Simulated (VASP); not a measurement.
# Hf (Cmcm) in VASP: single point with PBE

Aim: the single point of Hf with PBE.

Program: VASP 6.6.1. These are calculated values, not measurements. Logs are shortened: lines on timing, memory, paths and dates and some standing lists are left out, and cuts for length are marked.

### 1 The cell of the first run

Symmetry: Cmcm, No. 63, orthorhombic system. Conventional cell: a = 3.197 Å, b = 5.537 Å, c = 5.058 Å, α = 90.00°, β = 90.00°, γ = 90.00°. Within 4.0 Å of Hf (site symmetry m2m) lie 12 Hf at 3.04 to 3.37 Å.

### 2 Single point, PBE (one atom moved)

Input file INCAR:

```
SYSTEM = Hf
ALGO = Fast ; EDIFF = 1E-7
ENCUT = 520 ; GGA = PE
ISIF = 2 ; ISMEAR = 0
LASPH = .TRUE. ; LCHARG = .FALSE.
LREAL = .FALSE. ; LWAVE = .FALSE.
NBANDS = 17 ; NELM = 60
PREC = Accurate ; SIGMA = 0.1
```

Input file KPOINTS:

```
k-points
0
G
  15 15 8
  0 0 0
```

Input file POSCAR:

```
Hf
1.0
    3.1966985242      0.0000000000      0.0000000000
   -1.5983492621      2.7684221302      0.0000000000
    0.0000000000      0.0000000000      5.0578000000
Hf
2
Direct
    0.3333333333      0.6666666667      0.2500000000
    0.7343947772      0.4687895543      0.7500000000
```

Potentials or basis: VASP PAW PBE potentials, release 64 (Hf_pv).

Started as:

```
> cat potpaw_PBE.64/Hf_pv/POTCAR > POTCAR
> mpirun -np 1 vasp_std > vasp.out
```

OUTCAR:

```text
SYSTEM = Hf
   EDIFF = 1E-7
   ENCUT = 520
   GGA = PE
   ISIF = 2
   ISMEAR = 0
   LASPH = .TRUE.
   LREAL = .FALSE.
   NELM = 60
   PREC = Accurate

 ion  position               nearest neighbor table
   1  0.333  0.667  0.250-   2 3.04   2 3.04   2 3.04   2 3.04   2 3.37   2 3.37
   2  0.734  0.469  0.750-   1 3.04   1 3.04   1 3.04   1 3.04   1 3.37   1 3.37

  LATTYP: Found a hexagonal cell.
 ALAT       =     3.1966985242
 C/A-ratio  =     1.5821948681

  Lattice vectors:

 A1 = (   3.1966985242,   0.0000000000,   0.0000000000)
 A2 = (  -1.5983492621,   2.7684221302,   0.0000000000)
 A3 = (   0.0000000000,   0.0000000000,   5.0578000000)

Analysis of symmetry for initial positions (statically):
=====================================================================
 Subroutine PRICEL returns:
 Original cell was already a primitive cell.

 Routine SETGRP: Setting up the symmetry group for a
 hexagonal supercell.

 Subroutine GETGRP returns: Found  8 space group operations
 (whereof  2 operations were pure point group operations)
 out of a pool of 24 trial point group operations.

The static configuration has the point symmetry C_1h.
 The point group associated with its full space group is D_2h.

Analysis of symmetry for dynamics (positions and initial velocities):
=====================================================================
 Subroutine PRICEL returns:
 Original cell was already a primitive cell.

 Routine SETGRP: Setting up the symmetry group for a
 hexagonal supercell.

 Subroutine GETGRP returns: Found  8 space group operations
 (whereof  2 operations were pure point group operations)
 out of a pool of 24 trial point group operations.

The dynamic configuration has the point symmetry C_1h.
 The point group associated with its full space group is D_2h.

 Subroutine INISYM returns: Found  8 space group operations
 (whereof  2 operations are pure point group operations),
 and found     1 'primitive' translations

----------------------------------------------------------------------------------------

                                     Primitive cell

  volume of cell :      44.7606

  direct lattice vectors                    reciprocal lattice vectors
     3.196698524  0.000000000  0.000000000     0.312822743  0.180608295  0.000000000
    -1.598349262  2.768422130  0.000000000     0.000000000  0.361216589  0.000000000
     0.000000000  0.000000000  5.057800000     0.000000000  0.000000000  0.197714421

  length of vectors
     3.196698524  3.196698524  5.057800000     0.361216589  0.361216589  0.197714421

  position of ions in fractional coordinates (direct lattice)
     0.333333333  0.666666667  0.250000000
     0.734394777  0.468789554  0.750000000

  ion indices of the primitive-cell ions
   primitive index   ion index
                 1           1
                 2           2

----------------------------------------------------------------------------------------

 KPOINTS: k-points

Automatic generation of k-mesh.
 Grid dimensions read from file:
 generate k-points for:   15   15    8

 Generating k-lattice:

  Cartesian coordinates                     Fractional coordinates (reciprocal lattice)
     0.020854850  0.012040553  0.000000000     0.066666667  0.000000000  0.000000000
     0.000000000  0.024081106  0.000000000     0.000000000  0.066666667  0.000000000
     0.000000000  0.000000000  0.024714303     0.000000000  0.000000000  0.125000000

  Length of vectors
     0.024081106  0.024081106  0.024714303

  Shift w.r.t. Gamma in fractional coordinates (k-lattice)
     0.000000000  0.000000000  0.000000000

 Subroutine IBZKPT returns following result:
 ===========================================

 Found    320 irreducible k-points:

 Following reciprocal coordinates:
            Coordinates               Weight
  0.000000  0.000000  0.000000      1.000000
  0.066667  0.000000  0.000000      4.000000
  0.000000  0.066667  0.000000      2.000000
  0.133333  0.000000  0.000000      4.000000
  0.000000  0.133333  0.000000      2.000000
  0.200000  0.000000  0.000000      4.000000
[... 16 lines left out ...]
 -0.266667  0.200000  0.000000      4.000000
  0.266667  0.066667  0.000000      4.000000
 [... further k-points ...]
   k-points           NKPTS =    320   k-points in BZ     NKDIM =    320   number of bands    NBANDS=     17
   number of dos      NEDOS =    301   number of ions     NIONS =      2
   total plane-waves  NPLWV =  23040
   dimension x,y,z NGX =    24 NGY =   24 NGZ =   40
   dimension x,y,z NGXF=    48 NGYF=   48 NGZF=   80
   ions per type =               2
   NGX,Y,Z   is equivalent  to a cutoff of  12.48, 12.48, 13.15 a.u.
   NGXF,Y,Z  is equivalent  to a cutoff of  24.96, 24.96, 26.30 a.u.
 SYSTEM =  Hf
   PREC   = accura    normal or accurate (medium, high low for compatibility)
   ISTART =      0    job   : 0-new  1-cont  2-samecut
   ICHARG =      2    charge: 1-file 2-atom 10-const
   ISPIN  =      1    spin polarized calculation?
   LNONCOLLINEAR =      F non collinear calculations
   LSORBIT =      F    spin-orbit coupling
   LASPH  =      T    aspherical Exc in radial PAW
   ENCUT  =  520.0 eV  38.22 Ry    6.18 a.u.   5.94  5.94  9.40*2*pi/ulx,y,z
   NELM   =     60;   NELMIN=  2; NELMDL= -5     # of ELM steps
   EDIFF  = 0.1E-06   stopping-criterion for ELM
   LREAL  =      F    real-space projection
   EDIFFG = 0.1E-05   stopping-criterion for IOM
   NSW    =      0    number of steps for IOM
   IBRION =     -1    ionic relax: 0-MD 1-quasi-New 2-CG
   NFREE  =      0    steps in history (QN), initial steepest desc. (CG)
   ISIF   =      2    stress and relaxation
   ISYM   =      2    0-nonsym 1-usesym 2-fastsym
   POTIM  = 0.5000    time-step for ionic-motion
   TEBEG  =    0.0;   TEEND  =   0.0 temperature during run
   PSTRESS=    0.0 pullay stress
   NELECT =      20.0000    total number of electrons
   NUPDOWN=      -1.0000    fix difference up-down
   EMIN   =  10.00;   EMAX   =-10.00  energy-range for DOS
   EFERMI =   0.00;   METHOD = LEGACY
   ISMEAR =     0;   SIGMA  =   0.10  broadening in eV -4-tet -1-fermi 0-gaus
   EFERMI_NEDOS =   21; number of points for ismear=-14 and -15
   IALGO  =     68    algorithm
   IMIX   =      4    mixing-type and parameters
     AMIX     =   0.40;   BMIX     =  1.00
     AMIX_MAG =   1.60;   BMIX_MAG =  1.00
  volume/ion in A,a.u.               =      22.38       151.03
  Fermi-wavevector in a.u.,A,eV,Ry     =   1.251564  2.365112 21.312324  1.566412
  Thomas-Fermi vector in A             =   2.385505
   LORBIT       =      0    0 simple, 1 ext, 2 COOP (PROOUT), +10 PAW based schemes
   GGA     = PE    functional components
   LHFCALC =     F    Hartree Fock is set to
   AEXX    =    0.0000 exact exchange contribution
   IVDW    =     0    specifies the selected vdW correction
   LEPSILON=     F    determine dielectric tensor
   LRPA    =     F    only Hartree local field effects (RPA)
 non-spin polarized calculation
 RMM-DIIS sequential band-by-band and
 Gauss-broadening in eV      SIGMA  =   0.10
  energy-cutoff  :      520.00
  volume of cell :       44.76
 maximum number of plane-waves:      1236
   NGX = 11   NGY = 11   NGZ = 19

 number of electron      20.0000001 magnetization

 Free energy of the ion-electron system (eV)
  ---------------------------------------------------
  ext. energy  EPLUGINS =         0.00000000
  ---------------------------------------------------
  free energy    TOTEN  =       -19.73077907 eV

  energy without entropy =      -19.71785119  energy(sigma->0) =      -19.72431513

 E-fermi :   4.8026     XC(G=0): -11.2778

 val. band max:        4.8020258453   @ k =   0.4667   0.3333   0.3750
 cond. band min:       4.8027811492   @ k =   0.0667   0.0000   0.2500
 fundamental gap:      0.0007553039
 Fermi energy:         4.8026142608

 k-point     1 :       0.0000    0.0000    0.0000
  band No.  band energies     occupation
      1     -26.1829      2.00000
      2     -25.4685      2.00000
      3     -25.3551      2.00000
      4     -25.3429      2.00000
      5     -25.2532      2.00000
      6     -25.2472      2.00000
[... 9 lines left out ...]
     16       8.7411      0.00000
     17       9.0036      0.00000

 k-point     2 :       0.0667    0.0000    0.0000
  band No.  band energies     occupation
      1     -26.1700      2.00000
      2     -25.4880      2.00000
      3     -25.3703      2.00000
      4     -25.3500      2.00000
      5     -25.2679      2.00000
      6     -25.2600      2.00000
[... 9 lines left out ...]
     16       8.4588      0.00000
     17       9.2559      0.00000

 k-point     3 :       0.0000    0.0667    0.0000
  band No.  band energies     occupation
      1     -26.1747      2.00000
      2     -25.4752      2.00000
      3     -25.3902      2.00000
      4     -25.3580      2.00000
      5     -25.2547      2.00000
      6     -25.2520      2.00000
[... 9 lines left out ...]
     16       8.3984      0.00000
     17       9.5947      0.00000

 k-point     4 :       0.1333    0.0000    0.0000
  band No.  band energies     occupation
      1     -26.1323      2.00000
      2     -25.5461      2.00000
      3     -25.4056      2.00000
      4     -25.3922      2.00000
      5     -25.3079      2.00000
      6     -25.2808      2.00000
[... 9 lines left out ...]
     16       7.9469      0.00000
     17       9.6611      0.00000
[... 343 lines left out ...]
      1     -26.0856      2.00000
      2     -25.6616      2.00000
      3     -25.5918      2.00000
      4     -25.5096      2.00000
      5     -25.3119      2.00000
      6     -25.2793      2.00000
[... 9 lines left out ...]
     16       8.7483      0.00000
     17      11.2026      0.00000

 k-point    23 :      -0.2667    0.2000    0.0000
  band No.  band energies     occupation
      1     -26.0144      2.00000
      2     -25.6961      2.00000
      3     -25.5658      2.00000
      4     -25.4541      2.00000
      5     -25.3674      2.00000
      6     -25.3575      2.00000
[... 9 lines left out ...]
     16       8.9332      0.00000
     17       9.7900      0.00000

 k-point    24 :       0.2667    0.0667    0.0000
  band No.  band energies     occupation
      1     -25.9645      2.00000
      2     -25.7915      2.00000
      3     -25.6800      2.00000
      4     -25.5115      2.00000
      5     -25.3768      2.00000
      6     -25.3764      2.00000
[... 9 lines left out ...]
     16       9.2670      0.00000
     17      10.5039      0.00000

 [... further k-points ...]

------------------------ aborting loop because EDIFF is reached ----------------------------------------

  FORCE on cell =-STRESS in cart. coord.  units (eV):
  Direction    XX          YY          ZZ          XY          YZ          ZX
  --------------------------------------------------------------------------------------
  -------------------------------------------------------------------------------------
  Total        0.5050369     -0.9047981      0.4881510     -0.0000000      0.0000000      0.0000000
  in kB       18.0774882    -32.3866943     17.4730676     -0.0000000      0.0000000      0.0000000
  external PRESSURE =       1.0546205 kB  Pullay stress =       0.0000000 kB

 VOLUME and BASIS-vectors are now :
 -----------------------------------------------------------------------------
  energy-cutoff  :      520.00
  volume of cell :       44.76
      direct lattice vectors                 reciprocal lattice vectors
     3.196698524  0.000000000  0.000000000     0.312822743  0.180608295  0.000000000
    -1.598349262  2.768422130  0.000000000     0.000000000  0.361216589  0.000000000
     0.000000000  0.000000000  5.057800000     0.000000000  0.000000000  0.197714421

 POSITION                                       TOTAL-FORCE (eV/Angst)
 -----------------------------------------------------------------------------------
     -0.00000      1.84561      1.26445         0.000000      0.549893      0.000000
      1.59835      1.29781      3.79335         0.000000     -0.549893      0.000000
 -----------------------------------------------------------------------------------
    total drift:                               -0.000000     -0.000003     -0.000000

  FREE ENERGIE OF THE ION-ELECTRON SYSTEM (eV)
  ---------------------------------------------------
  free  energy   TOTEN  =       -19.7307790688 eV

  energy  without entropy=      -19.7178511862  energy(sigma->0) =      -19.72431513
```

It took 2 min on 1 thread of Intel Xeon 6975P-C (Granite Rapids), shared host; peak memory 0.31 GiB.

What came out:

* Free energy: -19.7308 eV
* Pressure: 0.1 GPa
* Largest force: 0.550 eV/Å
* Band gap on the k mesh: zero (band 10 reaches 5.58 eV, above the bottom of band 11 at 4.40 eV)

Forces on the atoms (eV/Å):
```
Hf   0.000  0.550  0.000
Hf   0.000 -0.550  0.000
```

Levels at points of the mesh, in eV from the Fermi level:
```csv
k point,band 6,band 7,band 8,band 9,band 10,band 11,band 12,band 13,band 14,band 15
"(0.00, 0.00, 0.00)",-30.05,-7.26,-3.59,0.77,0.78,1.08,1.64,1.96,2.44,2.49
"(0.00, 0.00, 0.50)",-30.15,-5.29,-5.29,0.23,0.23,1.21,1.21,1.43,1.43,4.33
```

Caveat: the cell differs from its parent crystal (one atom moved); spin-orbit coupling is left out, which moves the levels of the heavy elements.
